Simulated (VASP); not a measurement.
# C (I4_1/amd) in VASP: a series of runs, part 2 of 2

VASP 6.6.1. The steps go on from the part before.

### 4 Electric field gradients, LDA (equal xx and yy strain of +3 %)

Contents of INCAR:

```
ALGO = Normal ; EDIFF = 1E-8
ENCUT = 520 ; ISIF = 2
ISMEAR = -1 ; LASPH = T
LCHARG = F ; LEFG = T
LREAL = F ; LWAVE = F
NBANDS = 11 ; NELM = 80
PREC = Accurate ; SIGMA = 0.08
```

Contents of KPOINTS:

```
k-points
0
Gamma
  20 20 20
```

Contents of POSCAR:

```
C
1.0
    0.0000000000      1.8369020000      1.7834000000
    1.8369020000      0.0000000000      1.7834000000
    1.8369020000      1.8369020000      0.0000000000
C
2
Direct
    0.5000000000      0.5000000000      0.5000000000
    0.7500000000      0.7500000000      0.7500000000
```

Potentials or basis: VASP PAW LDA potentials, release 64 (C).

Run with:

```console
cat potpaw_LDA.64/C/POTCAR > POTCAR
mpirun -np 1 vasp_std > vasp.out
```

OUTCAR:

```text
EDIFF = 1E-8
   ENCUT = 520
   ISIF = 2
   ISMEAR = -1
   LASPH = T
   LREAL = F
   NELM = 80
   PREC = Accurate

 ion  position               nearest neighbor table
   1  0.500  0.500  0.500-   2 1.58   2 1.58   2 1.58   2 1.58
   2  0.750  0.750  0.750-   1 1.58   1 1.58   1 1.58   1 1.58

  LATTYP: Found a body centered tetragonal cell.
 ALAT       =     2.5977717212
 C/A-ratio  =     1.3730228761

  Lattice vectors:

 A1 = (   0.0000000000,  -1.8369020000,  -1.7834000000)
 A2 = (   0.0000000000,   1.8369020000,  -1.7834000000)
 A3 = (   1.8369020000,   0.0000000000,   1.7834000000)

Analysis of symmetry for initial positions (statically):
=====================================================================
 Subroutine PRICEL returns:
 Original cell was already a primitive cell.

 Routine SETGRP: Setting up the symmetry group for a
 body centered tetragonal supercell.

 Subroutine GETGRP returns: Found 16 space group operations
 (whereof  8 operations were pure point group operations)
 out of a pool of 16 trial point group operations.

The static configuration has the point symmetry D_2d.
 The point group associated with its full space group is D_4h.

Analysis of symmetry for dynamics (positions and initial velocities):
=====================================================================
 Subroutine PRICEL returns:
 Original cell was already a primitive cell.

 Routine SETGRP: Setting up the symmetry group for a
 body centered tetragonal supercell.

 Subroutine GETGRP returns: Found 16 space group operations
 (whereof  8 operations were pure point group operations)
 out of a pool of 16 trial point group operations.

The dynamic configuration has the point symmetry D_2d.
 The point group associated with its full space group is D_4h.

 Subroutine INISYM returns: Found 16 space group operations
 (whereof  8 operations are pure point group operations),
 and found     1 'primitive' translations

----------------------------------------------------------------------------------------

                                     Primitive cell

  volume of cell :      12.0351

  direct lattice vectors                    reciprocal lattice vectors
     0.000000000  1.836902000  1.783400000    -0.272197428  0.272197428  0.280363351
     1.836902000  0.000000000  1.783400000     0.272197428 -0.272197428  0.280363351
     1.836902000  1.836902000  0.000000000     0.272197428  0.272197428 -0.280363351

  length of vectors
     2.560219623  2.560219623  2.597771721     0.476221050  0.476221050  0.476221050

  position of ions in fractional coordinates (direct lattice)
     0.500000000  0.500000000  0.500000000
     0.750000000  0.750000000  0.750000000

  ion indices of the primitive-cell ions
   primitive index   ion index
                 1           1
                 2           2

----------------------------------------------------------------------------------------

 KPOINTS: k-points

Automatic generation of k-mesh.
[... 76 lines left out ...]
   PSTRESS=    0.0 pullay stress
   NELECT =       8.0000    total number of electrons
   NUPDOWN=      -1.0000    fix difference up-down
   EMIN   =  10.00;   EMAX   =-10.00  energy-range for DOS
   EFERMI =   0.00;   METHOD = LEGACY
   ISMEAR =    -1;   SIGMA  =   0.08  broadening in eV -4-tet -1-fermi 0-gaus
   EFERMI_NEDOS =   21; number of points for ismear=-14 and -15
   IALGO  =     38    algorithm
   IMIX   =      4    mixing-type and parameters
     AMIX     =   0.40;   BMIX     =  1.00
     AMIX_MAG =   1.60;   BMIX_MAG =  1.00
  volume/ion in A,a.u.               =       6.02        40.61
  Fermi-wavevector in a.u.,A,eV,Ry     =   1.428745  2.699936 27.773722  2.041311
  Thomas-Fermi vector in A             =   2.548773
   LORBIT       =      0    0 simple, 1 ext, 2 COOP (PROOUT), +10 PAW based schemes
   GGA     = CA    functional components
   LHFCALC =     F    Hartree Fock is set to
   AEXX    =    0.0000 exact exchange contribution
   IVDW    =     0    specifies the selected vdW correction
   LEPSILON=     F    determine dielectric tensor
   LRPA    =     F    only Hartree local field effects (RPA)
 non-spin polarized calculation
  energy-cutoff  :      520.00
  volume of cell :       12.04
 maximum number of plane-waves:       338
   NGX =  9   NGY =  9   NGZ =  9

 number of electron       8.0000002 magnetization

 Free energy of the ion-electron system (eV)
  ---------------------------------------------------
  ext. energy  EPLUGINS =         0.00000000
  ---------------------------------------------------
  free energy    TOTEN  =       -20.11705141 eV

  energy without entropy =      -20.11705141  energy(sigma->0) =      -20.11705141

 E-fermi :  10.4453     XC(G=0): -13.2164

 val. band max:        9.1531995993   @ k =   0.0000   0.0000   0.0000
 cond. band min:      12.3980264490   @ k =   0.3500   0.3500   0.0000
 fundamental gap:      3.2448268497
 Fermi energy:        10.4452955273

 k-point     1 :       0.0000    0.0000    0.0000
  band No.  band energies     occupation
      1     -11.6682      2.00000
      2       8.7404      2.00000
      3       8.7404      2.00000
      4       9.1532      2.00000
      5      14.0299      0.00000
      6      14.3786      0.00000
      7      14.3786      0.00000
      8      21.0970      0.00000
      9      27.1350      0.00000
     10      34.1190      0.00000
     11      35.0021      0.00000
[... 309 lines left out ...]
 k-point    24 :      -0.3500    0.0500    0.0000
  band No.  band energies     occupation
      1      -8.1613      2.00000
      2      -0.9563      2.00000
      3       6.2684      2.00000
      4       6.4285      2.00000
      5      16.6195      0.00000
      6      16.7730      0.00000
      7      17.6716      0.00000
      8      23.3385      0.00000
      9      28.7712      0.00000
     10      31.0241      0.00000
     11      31.8522      0.00000

 [... further k-points ...]
[... 5 lines left out ...]
  --------------------------------------------------------------------------------------
  -------------------------------------------------------------------------------------
  Total       -3.1787011     -3.1787011     -1.3110342      0.0000000      0.0000000      0.0000000
  in kB     -423.1648069   -423.1648069   -174.5315161      0.0000000      0.0000000      0.0000000
  external PRESSURE =    -340.2870433 kB  Pullay stress =       0.0000000 kB

 VOLUME and BASIS-vectors are now :
 -----------------------------------------------------------------------------
  energy-cutoff  :      520.00
  volume of cell :       12.04
      direct lattice vectors                 reciprocal lattice vectors
     0.000000000  1.836902000  1.783400000    -0.272197428  0.272197428  0.280363351
     1.836902000  0.000000000  1.783400000     0.272197428 -0.272197428  0.280363351
     1.836902000  1.836902000  0.000000000     0.272197428  0.272197428 -0.280363351

 POSITION                                       TOTAL-FORCE (eV/Angst)
 -----------------------------------------------------------------------------------
      1.83690      1.83690      1.78340         0.000000      0.000000      0.000000
      2.75535      2.75535      2.67510        -0.000000     -0.000000      0.000000
 -----------------------------------------------------------------------------------
    total drift:                                0.000000     -0.000000      0.000000

  FREE ENERGIE OF THE ION-ELECTRON SYSTEM (eV)
  ---------------------------------------------------
  free  energy   TOTEN  =       -20.1170514075 eV

  energy  without entropy=      -20.1170514074  energy(sigma->0) =      -20.11705141

 Electric field gradients (V/A^2)
---------------------------------------------------------------------
 ion       V_xx      V_yy      V_zz      V_xy      V_xz      V_yz
---------------------------------------------------------------------
   1       0.506     0.506    -1.013     0.000     0.000     0.000
   2       0.506     0.506    -1.013     0.000     0.000     0.000
---------------------------------------------------------------------

 Electric field gradients after diagonalization (V/A^2)
 (convention: |V_zz| > |V_xx| > |V_yy|)
----------------------------------------------------------------------
 ion       V_xx      V_yy      V_zz     asymmetry (V_yy - V_xx)/ V_zz
----------------------------------------------------------------------
   1       0.507     0.506    -1.013       0.000
   2       0.507     0.506    -1.013       0.000
----------------------------------------------------------------------

           NMR quadrupolar parameters

 Cq : quadrupolar parameter    Cq=e*Q*V_zz/h
 eta: asymmetry parameters     (V_yy - V_xx)/ V_zz
 Q  : nuclear electric quadrupole moment in mb (millibarn)
----------------------------------------------------------------------
 ion       Cq(MHz)       eta       Q (mb)
----------------------------------------------------------------------
   1      -0.002       0.000       1.000
   2      -0.002       0.000       1.000
----------------------------------------------------------------------
```

It took 78 s on 1 thread of Intel Xeon 8259CL, shared host; peak memory 0.17 GiB.

Results:

- Free energy: -20.1171 eV
- Pressure: -34.0 GPa
- Band gap on the k mesh: 3.24 eV (least direct gap 4.88 eV)
- Largest electric field gradient by atom: C -1.0 V/Å²

Electric field gradients, principal values (V/Å²):
| atom | least | middle | greatest (by size) |
| --- | --- | --- | --- |
| 1 C | 0.506 | 0.507 | -1.013 |
| 2 C | 0.506 | 0.507 | -1.013 |

Caveat: the cell differs from its parent crystal (equal xx and yy strain of +3 %); the cell stands under tension; without QUAD_EFG the Cq values of the log hold for a quadrupole moment of 1 mb, not for the nuclei.

### 5 Summary

```tsv
cell	gap on the mesh (eV)	pressure (GPa)
a = 2.485, b = 2.485, c = 2.446 Å, angles 60.5, 60.5, 59.0°, 2 atoms	3.85	17.3
a = 2.497, b = 2.497, c = 2.522 Å, angles 59.7, 59.7, 60.7°, 2 atoms	3.63	-2.8
a = 2.560, b = 2.560, c = 2.598 Å, angles 59.5, 59.5, 61.0°, 2 atoms	3.24	-34.0
```

Alike in all rows: task electric field gradients; level LDA; potentials or basis VASP PAW LDA potentials, release 64 (C); no spin polarisation; k mesh 20 × 20 × 20; cutoff (eV) 520; smearing fermi-dirac 0.08 eV.

Caveats: the cell stands under pressure (at least some runs); the cell stands under tension (at least some runs).

Total energies depend on the potentials used, so only differences within one code and one set of settings carry meaning.
